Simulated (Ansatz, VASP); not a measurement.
Two plane-wave programs on Mg2Zn3O5

```
Mg Zn O
1.0
    -1.52255    2.63698    0.00026
    -3.04536   -0.00015   -0.00001
    -1.52261    0.88020   12.37399
Mg Zn O
2 3 5
Direct
  0.10025 0.10022 0.69929
  0.89975 0.89977 0.30071
  0.70051 0.70047 0.89857
  0.50000 0.49999 0.50000
  0.29949 0.29954 0.10143
  0.40133 0.40143 0.79582
  0.79919 0.79905 0.60271
  0.20080 0.20096 0.39729
  0.59866 0.59857 0.20419
  0.00002 0.00001 0.00000
```

Change from the starting cell: cell x1, atoms moved at random (sigma 0.15 Å) and cell strained at random (1.5 %), then relaxed without symmetry.

Alike in both runs: functional PBE; k mesh 6 × 6 × 6; occupations gaussian, width 0.1 eV; no spin polarisation.

Ansatz relaxed the structure, and its values are those at the end. VASP's run is a single point on that final structure, the one shown.

|  | VASP | Ansatz |
| --- | --- | --- |
| version | VASP 6.6.1 | Ansatz 0.2.0 |
| potentials or method | VASP PAW PBE potentials, release 64 (Mg, Zn, O), cutoff 520 eV | scalar-relativistic, plane waves, PAW |
| valence electrons in the cell | 70 | 86 |

Ansatz gave:

```
gap on the k mesh at the Fermi level (eV) : 1.93
least direct gap on the mesh (eV)         : 1.95
pressure (GPa)                            : 0.0
rms of the force components (eV/Å)        : 0.001
```

Task: Estimate VASP's values.

Result: gap on the k mesh at the Fermi level (eV): 1.90; least direct gap on the mesh (eV): 1.92; pressure (GPa): 0.2; rms of the force components (eV/Å): 0.025.

VASP's potentials hold 70 valence electrons a cell and Ansatz's 86, so a difference there can come from the potentials and not from the codes.
